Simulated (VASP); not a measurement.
Write the native input for VASP 6.6.1 that does the following.

| Item | Value |
| --- | --- |
| Task | single point |
| Functional | r2SCAN50 |
| Potentials or basis | VASP PAW PBE potentials, release 64 (Ti_sv) |
| Cutoff | 520 eV |
| k mesh | 5 × 5 × 3 |
| Occupations | fermi-dirac, width 0.05 eV |
| Spin | no spin polarisation |
| Dipole correction | no |
| Grid for exact exchange (PRECFOCK) | Normal |
| Further INCAR settings | ALGO = Normal; EDIFF = 1e-06; NBANDS = 19 |
| Share of exact exchange | 0.5 |

Crystal: Ti.

```
Ti
1.0
     2.95000    0.00000    0.00000
    -1.47500    2.55477    0.00000
     0.00000    0.00000    4.68000
Ti
2
Direct
  0.66667 0.33333 0.75000
  0.33333 0.66667 0.25000
```

These files were run (other wordings do the same):

POSCAR

```
Ti
1.0
    2.9500000000      0.0000000000      0.0000000000
   -1.4750000000      2.5547749412      0.0000000000
    0.0000000000      0.0000000000      4.6800000000
Ti
2
Direct
    0.6666666667      0.3333333333      0.7500000000
    0.3333333333      0.6666666667      0.2500000000
```

INCAR.step1

```
SYSTEM = Ti
ALGO = Normal
EDIFF = 1E-5
ENCUT = 520
GGA = PE
ISIF = 2
ISMEAR = -1
LASPH = .TRUE.
LCHARG = .FALSE.
LREAL = .FALSE.
LWAVE = .TRUE.
NBANDS = 19
NELM = 100
PREC = Accurate
SIGMA = 0.05
```

INCAR.step2

```
SYSTEM = Ti
AEXX = 0.5
ALGO = Normal
EDIFF = 1E-6
ENCUT = 520
ISIF = 2
ISMEAR = -1
ISTART = 1
LASPH = .TRUE.
LCHARG = .FALSE.
LHFCALC = .TRUE.
LMIXTAU = .TRUE.
LREAL = .FALSE.
LWAVE = .FALSE.
METAGGA = R2SCAN
NBANDS = 19
NELM = 100
PREC = Accurate
PRECFOCK = Normal
SIGMA = 0.05
```

KPOINTS

```
k-points
0
G
  5 5 3
  0 0 0
```

Potentials or basis: VASP PAW PBE potentials, release 64 (Ti_sv).

Run with:

```bash
$ cat potpaw_PBE.64/Ti_sv/POTCAR > POTCAR
$ cp INCAR.step1 INCAR
$ mpirun -np 1 vasp_std > vasp.out
$ cp INCAR.step2 INCAR
$ mpirun -np 1 vasp_std > vasp.out
```

It gave:

| Quantity | Value |
| --- | --- |
| Pressure | -5.8 GPa |
| Band gap on the k mesh | zero (bands 12 and 13 overlap by 2.67 eV) |

Caveat: the k points lie up to 0.49 Å⁻¹ apart, too coarse for converged energies and pressures of a metal; the PAW data sets were made with another functional, which shifts forces and pressure a little.

Run time: 46 min on 1 thread of AMD EPYC 7R43 64-Core Processor (Zen 3), with other jobs on the host, peak memory 0.13 GiB.
